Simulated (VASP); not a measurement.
Write the native input for VASP 6.6.1 that does the following.

- Task: single point
- Functional: PBE
- Dispersion: D3(BJ)
- Potentials or basis: VASP PAW PBE potentials, release 64 (Pt)
- Cutoff: 520 eV
- k mesh: 15 × 15 × 1
- Occupations: gaussian, width 0.1 eV
- Spin: no spin polarisation
- Dipole correction: yes
- Further INCAR settings: ALGO = Normal; EDIFF = 1e-06; NBANDS = 28

The structure of Pt lies in POSCAR:

```
Pt
1.0
    2.7746870094      0.0000000000      0.0000000000
    1.3873435047      2.4029494377      0.0000000000
    0.0000000000      0.0000000000     28.7965673689
Pt
4
Direct
    0.0000000000      0.0000000000      0.2083581672
    0.3333333333      0.3333333333      0.2870315184
    0.6666666667      0.6666666667      0.3657048695
    0.0000000000      0.0000000000      0.4443782207
```

The input as run:

INCAR

```
SYSTEM = Pt
ALGO = Normal
DIPOL = 0.5 0.5 0.326
EDIFF = 1E-6
ENCUT = 520
GGA = PE
IDIPOL = 3
ISIF = 2
ISMEAR = 0
IVDW = 12
LASPH = .True.
LCHARG = .True.
LDIPOL = .True.
LELF = .True.
LREAL = .False.
LVACPOTAV = .True.
LVHAR = .True.
LWAVE = .False.
NBANDS = 28
NELM = 60
PREC = Accurate
SIGMA = 0.1
```

KPOINTS

```
k-points
0
Gamma
  15 15 1
  0 0 0
```

Potentials or basis: VASP PAW PBE potentials, release 64 (Pt).

Launch:

```bash
$ cat potpaw_PBE.64/Pt/POTCAR > POTCAR
$ mpirun -np 1 vasp_std > vasp.out
```

It gave:

```json
{
 "Largest force": "0.306 eV/Å",
 "Band gap on the k mesh": "zero (band 20 reaches 0.13 eV, above the bottom of band 21 at -1.28 eV)",
 "Dispersion energy per atom": "-0.577 eV"
}
```

Caveat: spin-orbit coupling is left out, which moves the levels of the heavy elements.

It took 5.3 min on 1 thread of Intel Xeon 6975P-C, with other jobs on the host, peak memory 0.4 GiB.
